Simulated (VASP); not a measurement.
Wanted: the native input for a VASP 6.6.1 run.

```yaml
Task: single point
Functional: PBE
Potentials_or_basis: VASP PAW PBE potentials, release 64 (Li_sv, H)
Cutoff: 520 eV
k_mesh: 10 × 10 × 10
Occupations: gaussian, width 0.05 eV
Spin: no spin polarisation
Dipole_correction: no
Further_INCAR_settings: ALGO = Normal; EDIFF = 1e-07; NBANDS = 9
```

The structure of LiH lies in POSCAR:

```
LiH
1.0
    0.0000000000      2.1036375000      2.0325000000
    2.1036375000      0.0000000000      2.0325000000
    2.1036375000      2.1036375000      0.0000000000
Li H
1 1
Direct
    0.0000000000      0.0000000000      0.0000000000
    0.5000000000      0.5000000000      0.5000000000
```

This cell differs from its parent crystal: strain +0.0350 x Voigt [1, 1, 0, 0, 0, 0].

These files were run (other wordings do the same):

INCAR

```
PREC = Accurate
ENCUT = 520
EDIFF = 1E-7
ISMEAR = 0
SIGMA = 0.05
LREAL = False
LASPH = True
NELM = 60
ALGO = Normal
ISIF = 2
LWAVE = False
LCHARG = True
GGA = PE
LELF = True
LVHAR = True
NBANDS = 9
```

KPOINTS

```
regular mesh
0
Gamma
  10 10 10
```

Potentials or basis: VASP PAW PBE potentials, release 64 (Li_sv, H).

Run with:

```console
$ cat potpaw_PBE.64/Li_sv/POTCAR potpaw_PBE.64/H/POTCAR > POTCAR
$ mpirun -np 1 vasp_std > vasp.out
```

Results of the run:

* Band gap on the k mesh: 2.75 eV (least direct gap 2.99 eV)

Caveat: the cell differs from its parent crystal (strain +0.0350 x Voigt [1, 1, 0, 0, 0, 0]).

Run time: 5.9 s on 1 thread of Intel(R) Xeon(R) 6975P-C (Granite Rapids), on a shared host, peak memory 0.14 GiB.
